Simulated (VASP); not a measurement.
## Be3TeSe2: single point with PBE

Crystal: Be3TeSe2.

```
Be Te Se
1.0
     2.02856    1.17119    7.76228
    -2.02856    1.17119    7.76228
     0.00000   -2.34238    7.76228
Be Te Se
3 1 2
Cartesian
  -1.0143 -0.5856 7.7623
  1.0143 -0.5856 7.7623
  0.0000 1.1712 7.7623
  0.0000 0.0000 11.6434
  0.0000 0.0000 1.5666
  0.0000 0.0000 21.7203
```

```yaml
Program: VASP 6.6.1
Task: single point
Functional: PBE
Potentials_or_basis: VASP PAW PBE potentials, release 64 (Be, Te, Se)
Cutoff: 520 eV
k_mesh: 6 × 6 × 6
Occupations: gaussian, width 0.1 eV
Spin: no spin polarisation
```

```yaml
Pressure: 0.0 GPa
Band_gap_on_the_k_mesh: zero (band 12 reaches 5.33 eV, above the bottom of band 13 at 4.49 eV)
```

Levels at points of the mesh, in eV from the Fermi level:
```tsv
k point	band 8	band 9	band 10	band 11	band 12	band 13	band 14	band 15	band 16	band 17
(0.00, 0.00, 0.00)	-2.13	-1.64	-1.64	-0.49	-0.37	0.27	0.27	3.71	3.88	3.88
(0.50, 0.00, 0.00)	-3.18	-2.81	-1.63	-1.59	-0.23	0.21	0.38	2.50	3.52	5.66
(0.50, 0.50, 0.00)	-3.77	-2.88	-2.41	-2.12	-0.48	0.25	1.81	3.60	4.23	4.48
(0.50, 0.50, 0.50)	-2.07	-1.84	-1.78	-1.78	0.57	0.57	1.34	2.22	3.42	3.42
```

It took 3.9 min on 1 thread of AMD EPYC 9R14 (Zen 4) (shared host), peak memory 0.44 GiB.

Caveat: spin-orbit coupling is left out, which moves the levels of the heavy elements.
